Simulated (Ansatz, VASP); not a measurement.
# Two plane-wave programs on Ag

The input INCAR:

```
SYSTEM = Ag
ALGO = Normal
EDIFF = 1E-6
EDIFFG = -0.003
ENCUT = 600
GGA = PE
IBRION = 2
ISIF = 3
ISMEAR = 0
LASPH = .TRUE.
LCHARG = .FALSE.
LREAL = .FALSE.
LWAVE = .FALSE.
NELM = 60
NSW = 80
PREC = Accurate
SIGMA = 0.1
```

KPOINTS

```
k-points
0
G
  24 24 24
  0 0 0
```

File POSCAR:

```
Ag
1.0
    0.0000000000      2.0450000000      2.0450000000
    2.0450000000      0.0000000000      2.0450000000
    2.0450000000      2.0450000000      0.0000000000
Ag
1
Direct
    0.0000000000      0.0000000000      0.0000000000
```

Input for Ansatz:

```yaml
crystal:
  lattice:
    - [0.0, 2.045, 2.045]
    - [2.045, 0.0, 2.045]
    - [2.045, 2.045, 0.0]
  atoms:
    - { symbol: Ag, position: [0.0, 0.0, 0.0] }
scf:
  occupations: { method: gaussian, width: 0.1 }
output:
  forces: true
  stress: true
  eigenvalues: true
  write_density: true
  write_potential: true
  elf: true
  volumetric_format: npy
hamiltonian:
  xc: pbe
relax:
  f_tol: 0.003
  max_steps: 60
  cell: { stress_tol: 0.02 }
kpoints:
  mp_grid: { grid: [24, 24, 24] }
```

Alike in both runs: task relaxation of cell and atoms; functional PBE; k mesh 24 × 24 × 24; occupations gaussian, width 0.1 eV; no spin polarisation.

```csv
,VASP,Ansatz
version,VASP 6.6.1,Ansatz 0.2.0
potentials or method,"VASP PAW PBE potentials, release 64 (Ag)","scalar-relativistic, plane waves, PAW"
plane-wave cutoff (eV),600,420
valence electrons in the cell,11,19
```

```csv
,VASP,Ansatz,Ansatz less VASP
"gap on the k mesh at the Fermi level, each at its own relaxed structure (eV)",none,none,-
relaxed volume (Å³/atom),17.80,17.83,+0.030
relaxed cell length with the largest relative difference (Å),2.931,2.933,+0.0016
```

A gap of «none» marks a metal or a gap that the smearing closes. VASP's potentials hold 11 valence electrons a cell and Ansatz's 19, so a difference there can come from the potentials and not from the codes.
